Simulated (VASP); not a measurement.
# PbO2 (Fm-3m) in VASP: relaxation of the atoms with PBE

Aim: the relaxation of the atoms of PbO2 with PBE.

All numbers are computed with VASP 6.6.1; they aren't measurements. Logs are shortened: lines on timing, memory, paths and dates and some standing lists are left out, and cuts for length are marked.

## 1. The cell of the first run

The structure is cubic, space group Fm-3m (No. 225). Conventional cell: a = 5.140 Å, b = 5.140 Å, c = 5.140 Å, α = 90.00°, β = 90.00°, γ = 90.00°. Pb (site symmetry m-3m) has 8 O at 2.23 Å within 2.9 Å. O (site symmetry -43m) has 4 Pb at 2.23 Å and 6 O at 2.57 Å within 2.9 Å.

## 2. Relaxation of the atoms, PBE

Contents of INCAR:

```
SYSTEM = PbO2
PREC = Accurate ; ENCUT = 520
EDIFF = 1E-6 ; ISMEAR = -1
SIGMA = 0.02 ; LREAL = .False.
LASPH = .True. ; NELM = 80
ALGO = Normal ; ISIF = 2
LWAVE = .False. ; LCHARG = .False.
GGA = PE ; IBRION = 2
NSW = 80 ; EDIFFG = -0.02
```

Contents of KPOINTS:

```
Automatic mesh
0
Gamma
  6 6 6
  0 0 0
```

Contents of POSCAR:

```
PbO2
1.0
    0.0000000000      2.5700000000      2.5700000000
    2.5700000000      0.0000000000      2.5700000000
    2.5700000000      2.5700000000      0.0000000000
Pb O
1 2
Direct
    0.0000000000      0.0000000000      0.0000000000
    0.2500000000      0.2500000000      0.2500000000
    0.7500000000      0.7500000000      0.7500000000
```

Potentials or basis: VASP PAW PBE potentials, release 64 (Pb_d, O).

The run is started by

```sh
$ cat potpaw_PBE.64/Pb_d/POTCAR potpaw_PBE.64/O/POTCAR > POTCAR
$ mpirun -np 1 vasp_std > vasp.out
```

OUTCAR:

```text
SYSTEM = PbO2
   PREC = Accurate
   ENCUT = 520
   EDIFF = 1E-6
   ISMEAR = -1
   LREAL = .False.
   LASPH = .True.
   NELM = 80
   ISIF = 2
   GGA = PE
   IBRION = 2
   NSW = 80
   EDIFFG = -0.02

 ion  position               nearest neighbor table
   1  0.000  0.000  0.000-   3 2.23   3 2.23   3 2.23   2 2.23   3 2.23   2 2.23   2 2.23   2 2.23

   2  0.250  0.250  0.250-   1 2.23   1 2.23   1 2.23   1 2.23
   3  0.750  0.750  0.750-   1 2.23   1 2.23   1 2.23   1 2.23

  LATTYP: Found a face centered cubic cell.
 ALAT       =     5.1400000000

  Lattice vectors:

 A1 = (   0.0000000000,   2.5700000000,   2.5700000000)
 A2 = (   2.5700000000,   0.0000000000,   2.5700000000)
 A3 = (   2.5700000000,   2.5700000000,   0.0000000000)

Analysis of symmetry for initial positions (statically):
=====================================================================
 Subroutine PRICEL returns:
 Original cell was already a primitive cell.

 Routine SETGRP: Setting up the symmetry group for a
 face centered cubic supercell.

 Subroutine GETGRP returns: Found 48 space group operations
 (whereof 48 operations were pure point group operations)
 out of a pool of 48 trial point group operations.

The static configuration has the point symmetry O_h .

Analysis of symmetry for dynamics (positions and initial velocities):
=====================================================================
 Subroutine PRICEL returns:
 Original cell was already a primitive cell.

 Routine SETGRP: Setting up the symmetry group for a
 face centered cubic supercell.

 Subroutine GETGRP returns: Found 48 space group operations
 (whereof 48 operations were pure point group operations)
 out of a pool of 48 trial point group operations.

The dynamic configuration has the point symmetry O_h .

 Subroutine INISYM returns: Found 48 space group operations
 (whereof 48 operations are pure point group operations),
 and found     1 'primitive' translations

----------------------------------------------------------------------------------------

                                     Primitive cell

  volume of cell :      33.9492

  direct lattice vectors                    reciprocal lattice vectors
     0.000000000  2.570000000  2.570000000    -0.194552529  0.194552529  0.194552529
     2.570000000  0.000000000  2.570000000     0.194552529 -0.194552529  0.194552529
     2.570000000  2.570000000  0.000000000     0.194552529  0.194552529 -0.194552529

  length of vectors
     3.634528855  3.634528855  3.634528855     0.336974865  0.336974865  0.336974865

  position of ions in fractional coordinates (direct lattice)
     0.000000000  0.000000000  0.000000000
     0.250000000  0.250000000  0.250000000
     0.750000000  0.750000000  0.750000000

  ion indices of the primitive-cell ions
   primitive index   ion index
                 1           1
                 2           2
                 3           3

----------------------------------------------------------------------------------------

 KPOINTS: Automatic mesh

Automatic generation of k-mesh.
 Grid dimensions read from file:
 generate k-points for:    6    6    6

 Generating k-lattice:

  Cartesian coordinates                     Fractional coordinates (reciprocal lattice)
    -0.032425422  0.032425422  0.032425422     0.166666667  0.000000000  0.000000000
     0.032425422 -0.032425422  0.032425422     0.000000000  0.166666667  0.000000000
     0.032425422  0.032425422 -0.032425422     0.000000000  0.000000000  0.166666667

  Length of vectors
     0.056162478  0.056162478  0.056162478

  Shift w.r.t. Gamma in fractional coordinates (k-lattice)
     0.000000000  0.000000000  0.000000000

 Subroutine IBZKPT returns following result:
 ===========================================

 Found     16 irreducible k-points:

 Following reciprocal coordinates:
            Coordinates               Weight
  0.000000  0.000000  0.000000      1.000000
  0.166667  0.000000  0.000000      8.000000
  0.333333  0.000000  0.000000      8.000000
  0.500000  0.000000  0.000000      4.000000
  0.166667  0.166667  0.000000      6.000000
  0.333333  0.166667  0.000000     24.000000
[... 8 lines left out ...]
 -0.333333  0.333333  0.166667     24.000000
 -0.333333  0.500000  0.166667     12.000000
   k-points           NKPTS =     16   k-points in BZ     NKDIM =     16   number of bands    NBANDS=     17
   number of dos      NEDOS =    301   number of ions     NIONS =      3
   total plane-waves  NPLWV =  21952
   dimension x,y,z NGX =    28 NGY =   28 NGZ =   28
   dimension x,y,z NGXF=    56 NGYF=   56 NGZF=   56
   ions per type =               1   2
   NGX,Y,Z   is equivalent  to a cutoff of  12.81, 12.81, 12.81 a.u.
   NGXF,Y,Z  is equivalent  to a cutoff of  25.61, 25.61, 25.61 a.u.
 SYSTEM =  PbO2
   PREC   = accura    normal or accurate (medium, high low for compatibility)
   ISTART =      0    job   : 0-new  1-cont  2-samecut
   ICHARG =      2    charge: 1-file 2-atom 10-const
   ISPIN  =      1    spin polarized calculation?
   LNONCOLLINEAR =      F non collinear calculations
   LSORBIT =      F    spin-orbit coupling
   LASPH  =      T    aspherical Exc in radial PAW
   ENCUT  =  520.0 eV  38.22 Ry    6.18 a.u.   6.76  6.76  6.76*2*pi/ulx,y,z
   NELM   =     80;   NELMIN=  2; NELMDL= -5     # of ELM steps
   EDIFF  = 0.1E-05   stopping-criterion for ELM
   LREAL  =      F    real-space projection
   EDIFFG = -.2E-01   stopping-criterion for IOM
   NSW    =     80    number of steps for IOM
   IBRION =      2    ionic relax: 0-MD 1-quasi-New 2-CG
   NFREE  =      1    steps in history (QN), initial steepest desc. (CG)
   ISIF   =      2    stress and relaxation
   ISYM   =      2    0-nonsym 1-usesym 2-fastsym
   POTIM  = 0.5000    time-step for ionic-motion
   TEBEG  =    0.0;   TEEND  =   0.0 temperature during run
   PSTRESS=    0.0 pullay stress
   NELECT =      26.0000    total number of electrons
   NUPDOWN=      -1.0000    fix difference up-down
   EMIN   =  10.00;   EMAX   =-10.00  energy-range for DOS
   EFERMI =   0.00;   METHOD = LEGACY
   ISMEAR =    -1;   SIGMA  =   0.02  broadening in eV -4-tet -1-fermi 0-gaus
   EFERMI_NEDOS =   21; number of points for ismear=-14 and -15
   IALGO  =     38    algorithm
   IMIX   =      4    mixing-type and parameters
     AMIX     =   0.40;   BMIX     =  1.00
     AMIX_MAG =   1.60;   BMIX_MAG =  1.00
  volume/ion in A,a.u.               =      11.32        76.37
  Fermi-wavevector in a.u.,A,eV,Ry     =   1.497808  2.830447 30.523704  2.243429
  Thomas-Fermi vector in A             =   2.609648
   LORBIT       =      0    0 simple, 1 ext, 2 COOP (PROOUT), +10 PAW based schemes
   GGA     = PE    functional components
   LHFCALC =     F    Hartree Fock is set to
   AEXX    =    0.0000 exact exchange contribution
   IVDW    =     0    specifies the selected vdW correction
   LEPSILON=     F    determine dielectric tensor
   LRPA    =     F    only Hartree local field effects (RPA)
 conjugate gradient relaxation of ions
 non-spin polarized calculation
  energy-cutoff  :      520.00
  volume of cell :       33.95
 maximum number of plane-waves:       941
   NGX = 13   NGY = 13   NGZ = 13

 number of electron      25.9999990 magnetization

 Free energy of the ion-electron system (eV)
  ---------------------------------------------------
  ext. energy  EPLUGINS =         0.00000000
  ---------------------------------------------------
  free energy    TOTEN  =       -15.15400767 eV

  energy without entropy =      -15.15336996  energy(sigma->0) =      -15.15368882

 E-fermi :   7.7601     XC(G=0): -11.9780

 val. band max:        7.7121407292   @ k =  -0.3333   0.5000   0.1667
 cond. band min:       8.7520266644   @ k =   0.1667   0.1667   0.0000
 fundamental gap:      1.0398859353
 Fermi energy:         7.7601026241

 k-point     1 :       0.0000    0.0000    0.0000
  band No.  band energies     occupation
      1     -12.1363      2.00000
      2      -8.2923      2.00000
      3      -8.2620      2.00000
      4      -8.2620      2.00000
      5      -8.2620      2.00000
      6      -7.8184      2.00000
[... 9 lines left out ...]
     16      15.1199      0.00000
     17      15.1199      0.00000

 k-point     2 :       0.1667    0.0000    0.0000
  band No.  band energies     occupation
      1     -11.8596      2.00000
      2      -9.4130      2.00000
      3      -8.2099      2.00000
      4      -8.2099      2.00000
      5      -7.8210      2.00000
      6      -7.8210      2.00000
[... 9 lines left out ...]
     16      15.8155      0.00000
     17      15.8155      0.00000

 k-point     3 :       0.3333    0.0000    0.0000
  band No.  band energies     occupation
      1     -11.3297      2.00000
      2      -9.9820      2.00000
      3      -8.1410      2.00000
      4      -8.1410      2.00000
      5      -7.7850      2.00000
      6      -7.7850      2.00000
[... 9 lines left out ...]
     16      17.4156      0.00000
     17      17.4156      0.00000

 k-point     4 :       0.5000    0.0000    0.0000
  band No.  band energies     occupation
      1     -11.2012      2.00000
      2      -9.8910      2.00000
      3      -8.1288      2.00000
      4      -8.1288      2.00000
      5      -7.7412      2.00000
      6      -7.7412      2.00000
[... 9 lines left out ...]
     16      18.4312      0.00000
     17      18.4312      0.00000
[... 183 lines left out ...]
      1     -10.8251      2.00000
      2     -10.5471      2.00000
      3      -7.9677      2.00000
      4      -7.9512      2.00000
      5      -7.8105      2.00000
      6      -7.5194      2.00000
[... 9 lines left out ...]
     16      18.3528      0.00000
     17      18.6426      0.00000

 k-point    15 :      -0.3333    0.3333    0.1667
  band No.  band energies     occupation
      1     -10.7960      2.00000
      2     -10.5029      2.00000
      3      -7.9510      2.00000
      4      -7.9141      2.00000
      5      -7.7818      2.00000
      6      -6.9740      2.00000
[... 9 lines left out ...]
     16      17.6933      0.00000
     17      18.6681      0.00000

 k-point    16 :      -0.3333    0.5000    0.1667
  band No.  band energies     occupation
      1     -10.7871      2.00000
      2     -10.4694      2.00000
      3      -7.9991      2.00000
      4      -7.8178      2.00000
      5      -7.7666      2.00000
      6      -7.2445      2.00000
[... 9 lines left out ...]
     16      17.1255      0.00000
     17      18.6886      0.00000

------------------------ aborting loop because EDIFF is reached ----------------------------------------

  FORCE on cell =-STRESS in cart. coord.  units (eV):
  Direction    XX          YY          ZZ          XY          YZ          ZX
  --------------------------------------------------------------------------------------
  -------------------------------------------------------------------------------------
  Total        6.3368697      6.3368697      6.3368697     -0.0000000      0.0000000      0.0000000
  in kB      299.0583901    299.0583901    299.0583901     -0.0000000      0.0000000      0.0000000
  external PRESSURE =     299.0583901 kB  Pullay stress =       0.0000000 kB

 VOLUME and BASIS-vectors are now :
 -----------------------------------------------------------------------------
  energy-cutoff  :      520.00
  volume of cell :       33.95
      direct lattice vectors                 reciprocal lattice vectors
     0.000000000  2.570000000  2.570000000    -0.194552529  0.194552529  0.194552529
     2.570000000  0.000000000  2.570000000     0.194552529 -0.194552529  0.194552529
     2.570000000  2.570000000  0.000000000     0.194552529  0.194552529 -0.194552529

 POSITION                                       TOTAL-FORCE (eV/Angst)
 -----------------------------------------------------------------------------------
      0.00000      0.00000      0.00000        -0.000000      0.000000      0.000000
      1.28500      1.28500      1.28500        -0.000000     -0.000000     -0.000000
      3.85500      3.85500      3.85500         0.000000      0.000000      0.000000
 -----------------------------------------------------------------------------------
    total drift:                                0.000000     -0.000000      0.000000

  FREE ENERGIE OF THE ION-ELECTRON SYSTEM (eV)
  ---------------------------------------------------
  free  energy   TOTEN  =       -15.1540076744 eV

  energy  without entropy=      -15.1533699561  energy(sigma->0) =      -15.15368882

 reached required accuracy - stopping structural energy minimisation
```

It took 23 s on 1 thread of Intel Xeon 8259CL, shared host; peak memory 0.16 GiB.

Results:

```yaml
Free_energy: -15.1540 eV
Pressure_after_relaxing: 29.9 GPa
Band_gap_on_the_k_mesh: zero (bands 13 and 14 overlap by 1.49 eV)
```

Final structure:
```cif
data_structure
_symmetry_space_group_name_H-M 'P 1'
_symmetry_Int_Tables_number 1
_cell_length_a 3.6345
_cell_length_b 3.6345
_cell_length_c 3.6345
_cell_angle_alpha 60.000
_cell_angle_beta 60.000
_cell_angle_gamma 60.000
_cell_volume 33.95
loop_
_atom_site_label
_atom_site_type_symbol
_atom_site_fract_x
_atom_site_fract_y
_atom_site_fract_z
_atom_site_occupancy
Pb1 Pb 0.00000 0.00000 0.00000 1
O1 O 0.25000 0.25000 0.25000 1
O2 O 0.75000 0.75000 0.75000 1
```

Levels at points of the mesh, in eV from the Fermi level:
| k point | band 10 | band 11 | band 12 | band 13 | band 14 | band 15 | band 16 | band 17 |
| --- | --- | --- | --- | --- | --- | --- | --- | --- |
| (0.00, 0.00, 0.00) | -2.25 | -1.58 | -1.58 | -1.58 | -1.54 | 7.36 | 7.36 | 7.36 |
| (0.50, 0.00, 0.00) | -3.47 | -3.47 | -1.67 | -1.67 | 3.55 | 7.65 | 10.67 | 10.67 |
| (0.50, 0.50, 0.00) | -5.50 | -0.46 | -0.21 | -0.21 | 2.35 | 7.20 | 9.74 | 12.33 |

Caveat: the relaxation stopped at its first step, so nothing moved; spin-orbit coupling is left out, which moves the levels of the heavy elements.
